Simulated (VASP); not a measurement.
Wanted: the native input for a VASP 6.6.1 run.

```yaml
Task: electric field gradients
Functional: PBE
Potentials_or_basis: VASP PAW PBE potentials, release 64 (Sn_d, Se)
Cutoff: 400 eV
k_mesh: 9 × 9 × 9
Occupations: fermi-dirac, width 0.02 eV
Spin: no spin polarisation
Dipole_correction: no
Further_INCAR_settings: ALGO = Normal; EDIFF = 1e-08; NBANDS = 17
```

The structure of SnSe lies in POSCAR:

```
SnSe
1.0
    0.0903000000      3.0551500000      3.0551500000
    3.0551500000      0.0903000000      3.0551500000
    3.0551500000      3.0551500000      0.0903000000
Sn Se
1 1
Direct
    0.0000000000      0.0000000000      0.0000000000
    0.5000000000      0.5000000000      0.5000000000
```

This cell differs from its parent crystal: equal xy, yz and zx shear strains of +3 %.

One way to write it, as run:

INCAR

```
SYSTEM = SnSe
PREC = Accurate
ENCUT = 400
EDIFF = 1E-8
ISMEAR = -1
SIGMA = 0.02
LREAL = .False.
LASPH = .True.
NELM = 120
ALGO = Normal
ISIF = 2
LWAVE = .False.
LCHARG = .False.
GGA = PE
LEFG = .True.
NBANDS = 17
GGA_COMPAT = .False.
```

KPOINTS

```
regular mesh
0
Gamma
  9 9 9
  0 0 0
```

Potentials or basis: VASP PAW PBE potentials, release 64 (Sn_d, Se).

The run is started by

```console
$ cat potpaw_PBE.64/Sn_d/POTCAR potpaw_PBE.64/Se/POTCAR > POTCAR
$ mpirun -np 1 vasp_std > vasp.out
```

Results of the run:

| Quantity | Value |
| --- | --- |
| Pressure | 1.0 GPa |
| Band gap on the k mesh | 0.30 eV, indirect (least direct gap 0.56 eV) |

Caveat: the cell differs from its parent crystal (equal xy, yz and zx shear strains of +3 %); without QUAD_EFG the Cq values of the log hold for a quadrupole moment of 1 mb, not for the nuclei; spin-orbit coupling is left out, which moves the levels of the heavy elements.

It took 85 s on 1 thread of AMD EPYC 7R43 64-Core Processor (Zen 3), with other jobs on the host, peak memory 0.15 GiB.
